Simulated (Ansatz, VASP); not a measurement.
**One calculation of H2Pt, two programs**

File INCAR:

```
  PREC = Accurate
  ENCUT = 600
  EDIFF = 1E-7
  ISMEAR = 0
  SIGMA = 0.1
  LREAL = False
  LASPH = True
  NELM = 100
  ALGO = Fast
  ISIF = 3
  LWAVE = False
  LCHARG = False
  GGA = PE
  IBRION = 2
  NSW = 90
  EDIFFG = -0.025
```

KPOINTS

```
Automatic mesh
0
Gamma
  12 12 4
```

Contents of POSCAR:

```
H2Pt
1.0
    2.8437489005      0.0000000000      0.0000000000
   -1.4218744503      2.4627587899      0.0000000000
    0.0000000000      0.0000000000     11.1849336376
Pt H
2 4
Direct
    0.6666666667      0.3333333333      0.7500000000
    0.3333333333      0.6666666667      0.2500000000
    0.3333333333      0.6666666667      0.8348048251
    0.6666666667      0.3333333333      0.1651951749
    0.6666666667      0.3333333333      0.3348048251
    0.3333333333      0.6666666667      0.6651951749
```

Input for Ansatz:

```yaml
crystal:
  lattice:
    - [2.8437489005, 0.0, 0.0]
    - [-1.4218744503, 2.4627587899, 0.0]
    - [0.0, 0.0, 11.1849336376]
  atoms:
    - { symbol: Pt, position: [0.6666666667, 0.3333333333, 0.75] }
    - { symbol: Pt, position: [0.3333333333, 0.6666666667, 0.25] }
    - { symbol: H, position: [0.3333333333, 0.6666666667, 0.8348048251] }
    - { symbol: H, position: [0.6666666667, 0.3333333333, 0.1651951749] }
    - { symbol: H, position: [0.6666666667, 0.3333333333, 0.3348048251] }
    - { symbol: H, position: [0.3333333333, 0.6666666667, 0.6651951749] }
basis:
  ecutwfc: 420
kpoints:
  mp_grid: { grid: [12, 12, 4] }
hamiltonian:
  xc: pbe
scf:
  occupations: { method: gaussian, width: 0.1 }
output:
  forces: true
  stress: true
  eigenvalues: true
relax:
  adjacent_minimum: "off"
  f_tol: 0.025
  max_steps: 70
  cell: { stress_tol: 0.12 }
```

Alike in both runs: task relaxation of cell and atoms; functional PBE; k mesh 12 × 12 × 4; occupations gaussian, width 0.1 eV; no spin polarisation.

|  | VASP | Ansatz |
| --- | --- | --- |
| version | VASP 6.6.1 | Ansatz 0.2.0 |
| potentials or method | VASP PAW PBE potentials, release 64 (Pt, H), cutoff 600 eV | scalar-relativistic, plane waves, PAW |
| valence electrons in the cell | 24 | 40 |

```csv
,VASP,Ansatz,Ansatz less VASP
"gap on the k mesh at the Fermi level, each at its own relaxed structure (eV)",none,none,-
relaxed volume (Å³/atom),12.99,11.51,-1.485
relaxed length of the cell vector where the two differ most in proportion (Å),11.181,9.889,-1.2922
```

A gap of «none» marks a metal or a gap that the smearing closes. One of these differences is far larger than is usual between the two programs; its cause wasn't traced. VASP's potentials hold 24 valence electrons a cell and Ansatz's 40, so a difference there can come from the potentials and not from the codes.

Neither program's run includes spin-orbit coupling.
